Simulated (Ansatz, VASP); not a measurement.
H in VASP and in Ansatz

File INCAR:

```
SYSTEM = H
  PREC = Accurate
  ENCUT = 520
  EDIFF = 1E-6
  ISMEAR = 0
  SIGMA = 0.05
  LREAL = .FALSE.
  LASPH = .TRUE.
  NELM = 150
  ALGO = Normal
  ISIF = 2
  LWAVE = .FALSE.
  LCHARG = .FALSE.
  ISPIN = 2
  MAGMOM = 1.05 1.05
  LORBIT = 11
  GGA = PE
  NBANDS = 12
```

Contents of KPOINTS:

```
regular mesh
0
G
  6 6 6
  0 0 0
```

Contents of POSCAR:

```
H
1.0
    5.5656000000      0.0000000000      0.0000000000
   -2.7828000000      4.8199509873      0.0000000000
    0.0000000000      0.0000000000      4.1379000000
H
2
Direct
    0.3333333333      0.6666666667      0.2500000000
    0.6666666667      0.3333333333      0.7500000000
```

Input for Ansatz:

```yaml
crystal:
  lattice:
    - [5.5656, 0.0, 0.0]
    - [-2.7828, 4.8199509873, 0.0]
    - [0.0, 0.0, 4.1379]
  atoms:
    - { symbol: H, position: [0.3333333333, 0.6666666667, 0.25], spin: 1.05 }
    - { symbol: H, position: [0.6666666667, 0.3333333333, 0.75], spin: 1.05 }
basis:
  ecutwfc: 520.0
kpoints:
  mp_grid: { grid: [6, 6, 6] }
hamiltonian:
  xc: pbe
scf:
  occupations: { method: gaussian, width: 0.05 }
output:
  forces: true
  stress: true
  eigenvalues: true
  populations: true
magnetization:
  spin_polarized: true
```

Alike in both runs: task single point; functional PBE; k mesh 6 × 6 × 6; occupations gaussian, width 0.05 eV; collinear spin.

|  | VASP | Ansatz |
| --- | --- | --- |
| version | VASP 6.6.1 | Ansatz 0.2.0 |
| potentials or method | VASP PAW PBE potentials, release 64 (H), cutoff 520 eV | scalar-relativistic, plane waves, PAW |
| valence electrons in the cell | 2 | 2 |

|  | VASP | Ansatz | Ansatz less VASP |
| --- | --- | --- | --- |
| gap on the k mesh at the Fermi level (eV) | 6.75 | 6.75 | +0.001 |
| least direct gap on the mesh (eV) | 7.21 | 7.21 | +0.001 |
| pressure (GPa) | 0.0 | 0.0 | +0.03 |
| net moment per atom (μB) | 1.00 | 1.00 | 0.000 |
| size of the moment on the site where the two differ most (μB) | 0.38 | 0.95 | +0.571 |

Site moments also hang on the region over which each program counts them. Ansatz's warnings: nearly empty spin channel levels not settled, published levels not confirmed.
